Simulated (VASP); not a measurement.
# AlN (P6_3mc) in VASP: notebook

Runs on AlN. Level: LDA. Tasks: single point, relaxation of the atoms.

Program: VASP 6.6.1. These are calculated values, not measurements. Logs are shortened: lines on timing, memory, paths and dates and some standing lists are left out, and cuts for length are marked.

**1. The cell of the first run**

Symmetry: P6_3mc, No. 186, hexagonal system. The conventional cell has a = 3.109 Å, b = 3.109 Å, c = 4.981 Å, α = 90.00°, β = 90.00°, γ = 120.00°. Within 2.5 Å of Al (site symmetry 3m) lie 4 N at 1.89 to 1.90 Å. N (site symmetry 3m) has 4 Al at 1.89 to 1.90 Å within 2.5 Å.

**2. Single point, LDA**

Input file INCAR:

```
  ALGO = Normal
  EDIFF = 1E-6
  ENCUT = 520
  ISIF = 2
  ISMEAR = 0
  LASPH = True
  LCHARG = False
  LREAL = False
  LWAVE = False
  NBANDS = 16
  NELM = 100
  PREC = Accurate
  SIGMA = 0.01
```

Input file KPOINTS:

```
k-points
0
Gamma
  9 9 6
```

Input file POSCAR:

```
AlN
1.0
    3.1089531000      0.0000000000      0.0000000000
   -1.5544765500      2.6924323638      0.0000000000
    0.0000000000      0.0000000000      4.9805019000
Al N
2 2
Direct
    0.3333333333      0.6666666667     -0.0008336902
    0.6666666667      0.3333333333      0.4991663098
    0.3333333333      0.6666666667      0.3808336902
    0.6666666667      0.3333333333      0.8808336902
```

Potentials or basis: VASP PAW LDA potentials, release 64 (Al, N).

On the command line:

```console
> cat potpaw_LDA.64/Al/POTCAR potpaw_LDA.64/N/POTCAR > POTCAR
> mpirun -np 1 vasp_std > vasp.out
```

OUTCAR:

```text
EDIFF = 1E-6
   ENCUT = 520
   ISIF = 2
   ISMEAR = 0
   LASPH = True
   LREAL = False
   NELM = 100
   PREC = Accurate

 ion  position               nearest neighbor table
   1  0.333  0.667  0.999-   4 1.89   4 1.89   4 1.89   3 1.90   2 3.07   2 3.07   2 3.07   2 3.07
                             2 3.07   2 3.07
   2  0.667  0.333  0.499-   3 1.89   3 1.89   3 1.89   4 1.90   1 3.07   1 3.07   1 3.07   1 3.07
                             1 3.07   1 3.07
   3  0.333  0.667  0.381-   2 1.89   2 1.89   2 1.89   1 1.90
   4  0.667  0.333  0.881-   1 1.89   1 1.89   1 1.89   2 1.90

  LATTYP: Found a hexagonal cell.
 ALAT       =     3.1089531000
 C/A-ratio  =     1.6019868232

  Lattice vectors:

 A1 = (   3.1089531000,   0.0000000000,   0.0000000000)
 A2 = (  -1.5544765500,   2.6924323638,   0.0000000000)
 A3 = (   0.0000000000,   0.0000000000,   4.9805019000)

Analysis of symmetry for initial positions (statically):
=====================================================================
 Subroutine PRICEL returns:
 Original cell was already a primitive cell.

 Routine SETGRP: Setting up the symmetry group for a
 hexagonal supercell.

 Subroutine GETGRP returns: Found 12 space group operations
 (whereof  6 operations were pure point group operations)
 out of a pool of 24 trial point group operations.

The static configuration has the point symmetry C_3v.
 The point group associated with its full space group is C_6v.

Analysis of symmetry for dynamics (positions and initial velocities):
=====================================================================
 Subroutine PRICEL returns:
 Original cell was already a primitive cell.

 Routine SETGRP: Setting up the symmetry group for a
 hexagonal supercell.

 Subroutine GETGRP returns: Found 12 space group operations
 (whereof  6 operations were pure point group operations)
 out of a pool of 24 trial point group operations.

The dynamic configuration has the point symmetry C_3v.
 The point group associated with its full space group is C_6v.

 Subroutine INISYM returns: Found 12 space group operations
 (whereof  6 operations are pure point group operations),
 and found     1 'primitive' translations

[... 94 lines left out ...]
   LSORBIT =      F    spin-orbit coupling
   LASPH  =      T    aspherical Exc in radial PAW
   ENCUT  =  520.0 eV  38.22 Ry    6.18 a.u.   5.78  5.78  9.26*2*pi/ulx,y,z
   NELM   =    100;   NELMIN=  2; NELMDL= -5     # of ELM steps
   EDIFF  = 0.1E-05   stopping-criterion for ELM
   LREAL  =      F    real-space projection
   EDIFFG = 0.1E-04   stopping-criterion for IOM
   NSW    =      0    number of steps for IOM
   IBRION =     -1    ionic relax: 0-MD 1-quasi-New 2-CG
   NFREE  =      0    steps in history (QN), initial steepest desc. (CG)
   ISIF   =      2    stress and relaxation
   ISYM   =      2    0-nonsym 1-usesym 2-fastsym
   POTIM  = 0.5000    time-step for ionic-motion
   TEBEG  =    0.0;   TEEND  =   0.0 temperature during run
   PSTRESS=    0.0 pullay stress
   NELECT =      16.0000    total number of electrons
   NUPDOWN=      -1.0000    fix difference up-down
   EMIN   =  10.00;   EMAX   =-10.00  energy-range for DOS
   EFERMI =   0.00;   METHOD = LEGACY
   ISMEAR =     0;   SIGMA  =   0.01  broadening in eV -4-tet -1-fermi 0-gaus
   EFERMI_NEDOS =   21; number of points for ismear=-14 and -15
   IALGO  =     38    algorithm
   IMIX   =      4    mixing-type and parameters
     AMIX     =   0.40;   BMIX     =  1.00
     AMIX_MAG =   1.60;   BMIX_MAG =  1.00
  volume/ion in A,a.u.               =      10.42        70.33
  Fermi-wavevector in a.u.,A,eV,Ry     =   1.189700  2.248207 19.257497  1.415386
  Thomas-Fermi vector in A             =   2.325801
   LORBIT       =      0    0 simple, 1 ext, 2 COOP (PROOUT), +10 PAW based schemes
   GGA     = CA    functional components
   LHFCALC =     F    Hartree Fock is set to
   AEXX    =    0.0000 exact exchange contribution
   IVDW    =     0    specifies the selected vdW correction
   LEPSILON=     F    determine dielectric tensor
   LRPA    =     F    only Hartree local field effects (RPA)
 non-spin polarized calculation
 Gauss-broadening in eV      SIGMA  =   0.01
  energy-cutoff  :      520.00
  volume of cell :       41.69
 maximum number of plane-waves:      1152
 NGX is ok and might be reduce to    24
   NGX = 11   NGY = 11   NGZ = 19

 number of electron      16.0000000 magnetization

 Free energy of the ion-electron system (eV)
  ---------------------------------------------------
  ext. energy  EPLUGINS =         0.00000000
  ---------------------------------------------------
  free energy    TOTEN  =       -32.83353416 eV

  energy without entropy =      -32.83353416  energy(sigma->0) =      -32.83353416

 E-fermi :   5.9771     XC(G=0): -11.2536

 val. band max:        5.9064621579   @ k =   0.0000   0.0000   0.0000
 cond. band min:      10.1539198407   @ k =   0.0000   0.0000   0.0000
 fundamental gap:      4.2474576828
 Fermi energy:         5.9770723163

 k-point     1 :       0.0000    0.0000    0.0000
  band No.  band energies     occupation
      1      -9.1326      2.00000
      2      -6.9083      2.00000
      3      -0.1501      2.00000
      4       5.0401      2.00000
      5       5.0401      2.00000
      6       5.6943      2.00000
[... 433 lines left out ...]
      3       1.1433      2.00000
      4       1.6919      2.00000
      5       1.6919      2.00000
      6       3.1781      2.00000
[... 8 lines left out ...]
     15      18.8144      0.00000
     16      20.7972      0.00000

 [... further k-points ...]

------------------------ aborting loop because EDIFF is reached ----------------------------------------

  FORCE on cell =-STRESS in cart. coord.  units (eV):
  Direction    XX          YY          ZZ          XY          YZ          ZX
  --------------------------------------------------------------------------------------
  -------------------------------------------------------------------------------------
  Total       -0.9476543     -0.9476543     -0.9241907      0.0000000      0.0000000      0.0000000
  in kB      -36.4190343    -36.4190343    -35.5173107      0.0000000      0.0000000      0.0000000
  external PRESSURE =     -36.1184598 kB  Pullay stress =       0.0000000 kB

 VOLUME and BASIS-vectors are now :
 -----------------------------------------------------------------------------
  energy-cutoff  :      520.00
  volume of cell :       41.69
      direct lattice vectors                 reciprocal lattice vectors
     3.108953100  0.000000000  0.000000000     0.321651684  0.185705686  0.000000000
    -1.554476550  2.692432364  0.000000000     0.000000000  0.371411373  0.000000000
     0.000000000  0.000000000  4.980501900     0.000000000  0.000000000  0.200782977

 POSITION                                       TOTAL-FORCE (eV/Angst)
 -----------------------------------------------------------------------------------
     -0.00000      1.79495      4.97635        -0.000000     -0.000000     -0.000113
      1.55448      0.89748      2.48610         0.000000      0.000000     -0.000113
     -0.00000      1.79495      1.89674         0.000000     -0.000000      0.000113
      1.55448      0.89748      4.38699        -0.000000      0.000000      0.000113
 -----------------------------------------------------------------------------------
    total drift:                               -0.000000      0.000000      0.000594

  FREE ENERGIE OF THE ION-ELECTRON SYSTEM (eV)
  ---------------------------------------------------
  free  energy   TOTEN  =       -32.8335341589 eV

  energy  without entropy=      -32.8335341589  energy(sigma->0) =      -32.83353416
```

stdout:

```text
POSCAR found type information on POSCAR AlN
 POSCAR found :  2 types and       4 ions
 scaLAPACK will be used
 LDA part: xc-table for (Slater(with rela. corr.)+CA(PZ))
 , standard interpolation
 POSCAR, INCAR and KPOINTS ok, starting setup
 FFT: planning ... GRIDC
 FFT: planning ... GRID_SOFT
 FFT: planning ... GRID
 WAVECAR not read
 entering main loop
```

It took 7.8 s on 1 thread of Intel Xeon 6975P-C (Granite Rapids), shared host; peak memory 0.15 GiB.

Results:

* Free energy: -32.8335 eV
* Pressure: -3.6 GPa
* Band gap on the k mesh: 4.25 eV

Stress tensor (GPa, compression positive):
```
-3.64  0.00  0.00
 0.00 -3.64  0.00
 0.00  0.00 -3.55
```

Caveat: the cell stands under tension. LDA gaps usually lie below the measured ones, often by a third to a half.

**3. Relaxation of the atoms, LDA**

Input file INCAR:

```
SYSTEM = AlN
PREC     = Accurate       ! precision mode
ENCUT    = 520            ! plane-wave cutoff, eV
EDIFF    = 1E-6           ! SCF threshold, eV
ISMEAR   = 0              ! smearing method
SIGMA    = 0.01           ! smearing width, eV
LREAL    = .False.        ! projectors in reciprocal space
LASPH    = .True.         ! aspherical terms in the spheres
NELM     = 60             ! most SCF steps
ALGO     = Normal         ! electronic algorithm
ISIF     = 2              ! what is computed and relaxed
LWAVE    = .False.        ! write WAVECAR
LCHARG   = .False.        ! write CHGCAR
IBRION   = 2              ! ionic algorithm
NSW      = 80             ! ionic steps
EDIFFG   = -0.001         ! ionic threshold
```

Input file KPOINTS:

```
regular mesh
0
Gamma
  9 9 6
  0 0 0
```

Input file POSCAR:

```
AlN
1.0
    3.1067740000      0.0000000000      0.0000000000
   -1.5533870000      2.6905452078      0.0000000000
    0.0000000000      0.0000000000      4.9810000000
Al N
2 2
Direct
    0.3333333333      0.6666666667      0.0000000000
    0.6666666667      0.3333333333      0.5000000000
    0.3333333333      0.6666666667      0.3800000000
    0.6666666667      0.3333333333      0.8800000000
```

Potentials or basis: VASP PAW LDA potentials, release 64 (Al, N).

On the command line:

```console
> cat potpaw_LDA.64/Al/POTCAR potpaw_LDA.64/N/POTCAR > POTCAR
> mpirun -np 1 vasp_std > vasp.out
```

Run time: 43 s. Hardware: 1 thread of Intel Xeon 8259CL, shared host; peak memory 0.15 GiB.

It converged, with:

* Free energy: -32.8347 eV
* Energy gained by relaxing: 0.2 meV/atom
* Ionic steps: 5
* Pressure after relaxing: -3.3 GPa
* Band gap on the k mesh: 4.26 eV

Stress tensor (GPa, compression positive):
```
-3.26  0.00  0.00
 0.00 -3.26  0.00
 0.00  0.00 -3.43
```

Step by step:
| step | energy change (eV) | largest force (eV/Å) | pressure (GPa) |
| --- | --- | --- | --- |
| 1 | 0.0000 | 0.0986 | -3.33 |
| 2 | -0.0007 | 0.0236 | -3.32 |
| 3 | -0.0007 | 0.0011 | -3.32 |
| 4 | -0.0007 | 0.0015 | -3.32 |
| 5 | -0.0007 | 0.0000 | -3.32 |

Final structure:
```cif
data_structure
_symmetry_space_group_name_H-M 'P 1'
_symmetry_Int_Tables_number 1
_cell_length_a 3.1068
_cell_length_b 3.1068
_cell_length_c 4.9810
_cell_angle_alpha 90.000
_cell_angle_beta 90.000
_cell_angle_gamma 120.000
_cell_volume 41.64
loop_
_atom_site_label
_atom_site_type_symbol
_atom_site_fract_x
_atom_site_fract_y
_atom_site_fract_z
_atom_site_occupancy
Al1 Al 0.33333 0.66667 0.99923 1
Al2 Al 0.66667 0.33333 0.49923 1
N1 N 0.33333 0.66667 0.38077 1
N2 N 0.66667 0.33333 0.88077 1
```

Levels at points of the mesh, in eV from the valence-band top:
```
           k point  band 6  band 7  band 8  band 9  band 10  band 11
(0.00, 0.00, 0.00)   -0.21   -0.21    0.00    4.26     6.59    10.50
(0.00, 0.00, 0.50)   -0.54   -0.54   -0.54    6.46     6.46    10.17
```

A k mesh can miss the band edges. As with any semilocal functional, this LDA gap is likely too small.
